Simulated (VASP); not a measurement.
# W (Fm-3m) in VASP: a series of runs

Runs on W. Level: r2SCAN. Tasks: single point.

Everything below comes from runs of VASP 6.6.1. Logs are shortened: lines on timing, memory, paths and dates and some standing lists are left out, and cuts for length are marked.

## 1. The cell of the first run

The structure is cubic, space group Fm-3m (No. 225). Conventional cell: a = 4.017 Å, b = 4.017 Å, c = 4.017 Å, α = 90.00°, β = 90.00°, γ = 90.00°. Within 3.7 Å of W (site symmetry m-3m) lie 12 W at 2.84 Å.

## 2. Single point, r2SCAN

The input, POSCAR:

```
W
1.0
    0.0000000000      2.0085763245      2.0085763245
    2.0085763245      0.0000000000      2.0085763245
    2.0085763245      2.0085763245      0.0000000000
W
1
Direct
    0.0000000000      0.0000000000      0.0000000000
```

The input, INCAR.step1:

```
SYSTEM = W
PREC     = Accurate       ! precision mode
ENCUT    = 520            ! plane-wave cutoff, eV
ISMEAR   = 0              ! smearing method
SIGMA    = 0.1            ! smearing width, eV
LREAL    = .FALSE.        ! projectors in reciprocal space
LASPH    = .TRUE.         ! aspherical terms in the spheres
NELM     = 60             ! most SCF steps
NBANDS   = 13             ! bands
GGA      = PE             ! functional
ALGO     = Normal         ! electronic algorithm
EDIFF    = 1E-4           ! SCF threshold, eV
LWAVE    = .TRUE.         ! write WAVECAR
LCHARG   = .FALSE.        ! write CHGCAR
```

The input, INCAR.step2:

```
SYSTEM = W
PREC     = Accurate       ! precision mode
ENCUT    = 520            ! plane-wave cutoff, eV
EDIFF    = 1E-6           ! SCF threshold, eV
ISMEAR   = 0              ! smearing method
SIGMA    = 0.1            ! smearing width, eV
LREAL    = .FALSE.        ! projectors in reciprocal space
LASPH    = .TRUE.         ! aspherical terms in the spheres
NELM     = 60             ! most SCF steps
ALGO     = Normal         ! electronic algorithm
ISIF     = 2              ! what is computed and relaxed
LWAVE    = .FALSE.        ! write WAVECAR
LCHARG   = .FALSE.        ! write CHGCAR
METAGGA  = R2SCAN         ! meta-GGA
LMIXTAU  = .TRUE.       
NBANDS   = 13             ! bands
ISTART   = 1
```

The input, KPOINTS:

```
regular mesh
0
G
  18 18 18
  0 0 0
```

Potentials or basis: VASP PAW PBE potentials, release 64 (W_sv).

Started as:

```console
cat potpaw_PBE.64/W_sv/POTCAR > POTCAR
cp INCAR.step1 INCAR
mpirun -np 1 vasp_std > vasp.out
cp INCAR.step2 INCAR
mpirun -np 1 vasp_std > vasp.out
```

OUTCAR:

```text
SYSTEM = W
   PREC = Accurate
   ENCUT = 520
   EDIFF = 1E-6
   ISMEAR = 0
   LREAL = .FALSE.
   LASPH = .TRUE.
   NELM = 60
   ISIF = 2
   METAGGA = R2SCAN
   ISTART = 1

 ion  position               nearest neighbor table
   1  0.000  0.000  0.000-

  LATTYP: Found a face centered cubic cell.
 ALAT       =     4.0171526490

  Lattice vectors:

 A1 = (   0.0000000000,   2.0085763245,   2.0085763245)
 A2 = (   2.0085763245,   0.0000000000,   2.0085763245)
 A3 = (   2.0085763245,   2.0085763245,   0.0000000000)

Analysis of symmetry for initial positions (statically):
=====================================================================
 Subroutine PRICEL returns:
 Original cell was already a primitive cell.

 Routine SETGRP: Setting up the symmetry group for a
 face centered cubic supercell.

 Subroutine GETGRP returns: Found 48 space group operations
 (whereof 48 operations were pure point group operations)
 out of a pool of 48 trial point group operations.

The static configuration has the point symmetry O_h .

Analysis of symmetry for dynamics (positions and initial velocities):
=====================================================================
 Subroutine PRICEL returns:
 Original cell was already a primitive cell.

 Routine SETGRP: Setting up the symmetry group for a
 face centered cubic supercell.

 Subroutine GETGRP returns: Found 48 space group operations
 (whereof 48 operations were pure point group operations)
 out of a pool of 48 trial point group operations.

The dynamic configuration has the point symmetry O_h .

 Subroutine INISYM returns: Found 48 space group operations
 (whereof 48 operations are pure point group operations),
 and found     1 'primitive' translations

----------------------------------------------------------------------------------------

                                     Primitive cell

  volume of cell :      16.2067

  direct lattice vectors                    reciprocal lattice vectors
     0.000000000  2.008576324  2.008576324    -0.248932537  0.248932537  0.248932537
     2.008576324  0.000000000  2.008576324     0.248932537 -0.248932537  0.248932537
     2.008576324  2.008576324  0.000000000     0.248932537  0.248932537 -0.248932537

  length of vectors
     2.840555879  2.840555879  2.840555879     0.431163802  0.431163802  0.431163802

  position of ions in fractional coordinates (direct lattice)
     0.000000000  0.000000000  0.000000000

  ion indices of the primitive-cell ions
   primitive index   ion index
                 1           1

----------------------------------------------------------------------------------------

 KPOINTS: regular mesh

Automatic generation of k-mesh.
 Grid dimensions read from file:
 generate k-points for:   18   18   18

 Generating k-lattice:

  Cartesian coordinates                     Fractional coordinates (reciprocal lattice)
    -0.013829585  0.013829585  0.013829585     0.055555556  0.000000000  0.000000000
     0.013829585 -0.013829585  0.013829585     0.000000000  0.055555556  0.000000000
     0.013829585  0.013829585 -0.013829585     0.000000000  0.000000000  0.055555556

  Length of vectors
     0.023953545  0.023953545  0.023953545

  Shift w.r.t. Gamma in fractional coordinates (k-lattice)
     0.000000000  0.000000000  0.000000000

 Subroutine IBZKPT returns following result:
 ===========================================

 Found    195 irreducible k-points:

 Following reciprocal coordinates:
            Coordinates               Weight
  0.000000  0.000000  0.000000      1.000000
  0.055556  0.000000  0.000000      8.000000
  0.111111  0.000000  0.000000      8.000000
  0.166667  0.000000  0.000000      8.000000
  0.222222  0.000000  0.000000      8.000000
  0.277778  0.000000  0.000000      8.000000
[... 16 lines left out ...]
 -0.277778  0.055556  0.000000     24.000000
 -0.222222  0.055556  0.000000     24.000000
 [... further k-points ...]
   k-points           NKPTS =    195   k-points in BZ     NKDIM =    195   number of bands    NBANDS=     13
   number of dos      NEDOS =    301   number of ions     NIONS =      1
   total plane-waves  NPLWV =  13824
   dimension x,y,z NGX =    24 NGY =   24 NGZ =   24
   dimension x,y,z NGXF=    48 NGYF=   48 NGZF=   48
   ions per type =               1
   NGX,Y,Z   is equivalent  to a cutoff of  14.05, 14.05, 14.05 a.u.
   NGXF,Y,Z  is equivalent  to a cutoff of  28.09, 28.09, 28.09 a.u.
 SYSTEM =  W
   PREC   = accura    normal or accurate (medium, high low for compatibility)
   ISTART =      1    job   : 0-new  1-cont  2-samecut
   ICHARG =      0    charge: 1-file 2-atom 10-const
   ISPIN  =      1    spin polarized calculation?
   LNONCOLLINEAR =      F non collinear calculations
   LSORBIT =      F    spin-orbit coupling
   LASPH  =      T    aspherical Exc in radial PAW
   ENCUT  =  520.0 eV  38.22 Ry    6.18 a.u.   5.28  5.28  5.28*2*pi/ulx,y,z
   NELM   =     60;   NELMIN=  2; NELMDL=  0     # of ELM steps
   EDIFF  = 0.1E-05   stopping-criterion for ELM
   LREAL  =      F    real-space projection
[... 7 lines left out ...]
   TEBEG  =    0.0;   TEEND  =   0.0 temperature during run
   PSTRESS=    0.0 pullay stress
   NELECT =      14.0000    total number of electrons
   NUPDOWN=      -1.0000    fix difference up-down
   EMIN   =  10.00;   EMAX   =-10.00  energy-range for DOS
   EFERMI =   0.00;   METHOD = LEGACY
   ISMEAR =     0;   SIGMA  =   0.10  broadening in eV -4-tet -1-fermi 0-gaus
   EFERMI_NEDOS =   21; number of points for ismear=-14 and -15
   IALGO  =     38    algorithm
   IMIX   =      4    mixing-type and parameters
     AMIX     =   0.40;   BMIX     =  1.00
     AMIX_MAG =   1.60;   BMIX_MAG =  1.00
  volume/ion in A,a.u.               =      16.21       109.37
  Fermi-wavevector in a.u.,A,eV,Ry     =   1.559143  2.946352 33.074751  2.430926
  Thomas-Fermi vector in A             =   2.662544
   LORBIT       =      0    0 simple, 1 ext, 2 COOP (PROOUT), +10 PAW based schemes
   METAGGA = R2SCAN    functional components
   LHFCALC =     F    Hartree Fock is set to
   AEXX    =    0.0000 exact exchange contribution
   IVDW    =     0    specifies the selected vdW correction
   LEPSILON=     F    determine dielectric tensor
   LRPA    =     F    only Hartree local field effects (RPA)
 non-spin polarized calculation
 Gauss-broadening in eV      SIGMA  =   0.10
  energy-cutoff  :      520.00
  volume of cell :       16.21
 maximum number of plane-waves:       448
 NGX is ok and might be reduce to    24
   NGX = 11   NGY = 11   NGZ = 11

 number of electron      14.0000001 magnetization

 Free energy of the ion-electron system (eV)
  ---------------------------------------------------
  ext. energy  EPLUGINS =         0.00000000
  ---------------------------------------------------
  free energy    TOTEN  =       -50.80030842 eV

  energy without entropy =      -50.79486329  energy(sigma->0) =      -50.79758585

 E-fermi :  10.5099     XC(G=0): -14.8100

 val. band max:       10.5084919133   @ k =   0.2778   0.0556   0.0000
 cond. band min:      10.5158442269   @ k =  -0.3889   0.1667   0.0556
 fundamental gap:      0.0073523136
 Fermi energy:        10.5098878328

 k-point     1 :       0.0000    0.0000    0.0000
  band No.  band energies     occupation
      1     -65.0780      2.00000
      2     -27.9963      2.00000
      3     -27.9963      2.00000
      4     -27.9963      2.00000
      5       0.9643      2.00000
      6       9.9087      2.00000
      7       9.9087      2.00000
      8       9.9087      2.00000
      9      13.3543      0.00000
     10      13.3543      0.00000
     11      23.8912      0.00000
     12      29.6292      0.00000
     13      29.6292      0.00000

 k-point     2 :       0.0556    0.0000    0.0000
  band No.  band energies     occupation
      1     -65.0742      2.00000
      2     -28.0376      2.00000
      3     -28.0014      2.00000
      4     -28.0014      2.00000
      5       1.1086      2.00000
      6       9.7918      2.00000
      7       9.9765      2.00000
      8       9.9765      2.00000
      9      13.2906      0.00000
     10      13.2906      0.00000
     11      24.1847      0.00000
     12      28.9437      0.00000
     13      29.8979      0.00000

 k-point     3 :       0.1111    0.0000    0.0000
  band No.  band energies     occupation
      1     -65.0633      2.00000
      2     -28.1554      2.00000
      3     -28.0164      2.00000
      4     -28.0164      2.00000
      5       1.5258      2.00000
      6       9.4901      2.00000
      7      10.1547      2.00000
      8      10.1547      2.00000
      9      13.1453      0.00000
     10      13.1453      0.00000
     11      24.9730      0.00000
     12      27.6753      0.00000
     13      30.6761      0.00000

 k-point     4 :       0.1667    0.0000    0.0000
  band No.  band energies     occupation
      1     -65.0464      2.00000
      2     -28.3328      2.00000
      3     -28.0391      2.00000
      4     -28.0391      2.00000
      5       2.1655      2.00000
      6       9.1237      2.00000
      7      10.3561      1.97037
      8      10.3561      1.97037
      9      13.0527      0.00000
     10      13.0527      0.00000
     11      25.5958      0.00000
     12      26.9286      0.00000
     13      31.8932      0.00000

 k-point     5 :       0.2222    0.0000    0.0000
  band No.  band energies     occupation
      1     -65.0257      2.00000
      2     -28.5455      2.00000
      3     -28.0669      2.00000
      4     -28.0669      2.00000
      5       2.9313      2.00000
      6       8.8457      2.00000
      7      10.4393      1.68168
      8      10.4393      1.68166
      9      13.1989      0.00000
     10      13.1989      0.00000
     11      24.7599      0.00000
     12      27.7966      0.00000
     13      33.4577      0.00000
[... 257 lines left out ...]
 k-point    22 :      -0.3333    0.0556    0.0000
  band No.  band energies     occupation
      1     -64.9746      2.00000
      2     -29.0214      2.00000
      3     -28.1742      2.00000
      4     -28.1224      2.00000
      5       4.4323      2.00000
      6       9.2860      2.00000
      7       9.9506      2.00000
      8      10.1477      2.00000
      9      14.1460      0.00000
     10      15.2240      0.00000
     11      22.8943      0.00000
     12      26.3654      0.00000
     13      31.9239      0.00000

 k-point    23 :      -0.2778    0.0556    0.0000
  band No.  band energies     occupation
      1     -64.9942      2.00000
      2     -28.8350      2.00000
      3     -28.1498      2.00000
      4     -28.0931      2.00000
      5       3.9960      2.00000
      6       8.7925      2.00000
      7      10.1837      2.00000
      8      10.3716      1.94954
      9      13.3676      0.00000
     10      14.5044      0.00000
     11      23.7173      0.00000
     12      27.8967      0.00000
     13      33.1273      0.00000

 k-point    24 :      -0.2222    0.0556    0.0000
  band No.  band energies     occupation
      1     -65.0159      2.00000
      2     -28.6236      2.00000
      3     -28.1195      2.00000
      4     -28.0631      2.00000
      5       3.3077      2.00000
      6       8.6986      2.00000
      7      10.3754      1.94273
      8      10.5364      0.70750
      9      12.7954      0.00000
     10      13.8805      0.00000
     11      24.6641      0.00000
     12      28.1666      0.00000
     13      32.8321      0.00000

 [... further k-points ...]
[... 5 lines left out ...]
  --------------------------------------------------------------------------------------
  -------------------------------------------------------------------------------------
  Total        0.1106513      0.1106513      0.1106513      0.0000000     -0.0000000      0.0000000
  in kB       10.9388619     10.9388619     10.9388619      0.0000000     -0.0000000      0.0000000
  external PRESSURE =      10.9388619 kB  Pullay stress =       0.0000000 kB

 VOLUME and BASIS-vectors are now :
 -----------------------------------------------------------------------------
  energy-cutoff  :      520.00
  volume of cell :       16.21
      direct lattice vectors                 reciprocal lattice vectors
     0.000000000  2.008576324  2.008576324    -0.248932537  0.248932537  0.248932537
     2.008576324  0.000000000  2.008576324     0.248932537 -0.248932537  0.248932537
     2.008576324  2.008576324  0.000000000     0.248932537  0.248932537 -0.248932537

 POSITION                                       TOTAL-FORCE (eV/Angst)
 -----------------------------------------------------------------------------------
      0.00000      0.00000      0.00000         0.000000     -0.000000      0.000000
 -----------------------------------------------------------------------------------
    total drift:                               -0.000000      0.000000     -0.000000

  FREE ENERGIE OF THE ION-ELECTRON SYSTEM (eV)
  ---------------------------------------------------
  free  energy   TOTEN  =       -50.8003084158 eV

  energy  without entropy=      -50.7948632887  energy(sigma->0) =      -50.79758585
```

Run time: 2.7 min. Hardware: 1 thread of AMD EPYC 7R43 (Zen 3), shared host; peak memory 0.14 GiB.

Results:

```yaml
Free_energy: -50.8003 eV
Pressure: 1.1 GPa
Band_gap_on_the_k_mesh: zero (band 7 reaches 13.60 eV, above the bottom of band 8 at 9.91 eV)
```

Caveat: the PAW data sets were made with another functional, which shifts forces and pressure a little; spin-orbit coupling is left out, which moves the levels of the heavy elements.

## 3. Single point, r2SCAN (volume scaled by 0.94)

The input, POSCAR:

```
W
1.0
    0.0000000000      1.9675734660      1.9675734660
    1.9675734660      0.0000000000      1.9675734660
    1.9675734660      1.9675734660      0.0000000000
W
1
Direct
    0.0000000000      0.0000000000      0.0000000000
```

The input, INCAR.step1:

```
SYSTEM = W
PREC     = Accurate       ! precision mode
ENCUT    = 520            ! plane-wave cutoff, eV
ISMEAR   = 0              ! smearing method
SIGMA    = 0.1            ! smearing width, eV
LREAL    = .False.        ! projectors in reciprocal space
LASPH    = .True.         ! aspherical terms in the spheres
NELM     = 60             ! most SCF steps
NBANDS   = 13             ! bands
GGA      = PE             ! functional
ALGO     = Normal         ! electronic algorithm
EDIFF    = 1E-4           ! SCF threshold, eV
LWAVE    = .True.         ! write WAVECAR
LCHARG   = .False.        ! write CHGCAR
```

The input, INCAR.step2:

```
SYSTEM = W
PREC     = Accurate       ! precision mode
ENCUT    = 520            ! plane-wave cutoff, eV
EDIFF    = 1E-7           ! SCF threshold, eV
ISMEAR   = 0              ! smearing method
SIGMA    = 0.1            ! smearing width, eV
LREAL    = .False.        ! projectors in reciprocal space
LASPH    = .True.         ! aspherical terms in the spheres
NELM     = 60             ! most SCF steps
ALGO     = Normal         ! electronic algorithm
ISIF     = 2              ! what is computed and relaxed
LWAVE    = .False.        ! write WAVECAR
LCHARG   = .True.         ! write CHGCAR
METAGGA  = R2SCAN         ! meta-GGA
LMIXTAU  = .True.       
LELF     = .True.         ! ELF
LVHAR    = .True.       
NBANDS   = 13             ! bands
ISTART   = 1
```

The input, KPOINTS:

```
regular mesh
0
Gamma
  18 18 18
  0 0 0
```

Potentials or basis: VASP PAW PBE potentials, release 64 (W_sv).

Started as:

```console
cat potpaw_PBE.64/W_sv/POTCAR > POTCAR
cp INCAR.step1 INCAR
mpirun -np 1 vasp_std > vasp.out
cp INCAR.step2 INCAR
mpirun -np 1 vasp_std > vasp.out
```

Wall time 83 s (1 thread of Intel Xeon Platinum 8375C at 2.90GHz (Ice Lake), shared host); peak memory 0.17 GiB.

The run converged. Its results:

| Quantity | Value |
| --- | --- |
| Free energy | -50.7308 eV |
| Pressure | 22.6 GPa |
| Band gap on the k mesh | zero (band 7 reaches 14.88 eV, above the bottom of band 8 at 10.70 eV) |

Levels at points of the mesh, in eV from the Fermi level:
```csv
k point,band 4,band 5,band 6,band 7,band 8,band 9,band 10,band 11
"(0.00, 0.00, 0.00)",-38.27,-9.85,-0.67,-0.67,-0.67,3.07,3.07,13.46
"(0.50, 0.00, 0.00)",-38.48,-6.31,-0.87,-0.87,0.74,5.83,5.83,12.04
"(0.50, 0.50, 0.00)",-38.83,-6.27,-5.28,3.51,5.88,6.62,6.62,13.02
```

Caveat: the PAW data sets were made with another functional, which shifts forces and pressure a little; spin-orbit coupling is left out, which moves the levels of the heavy elements.
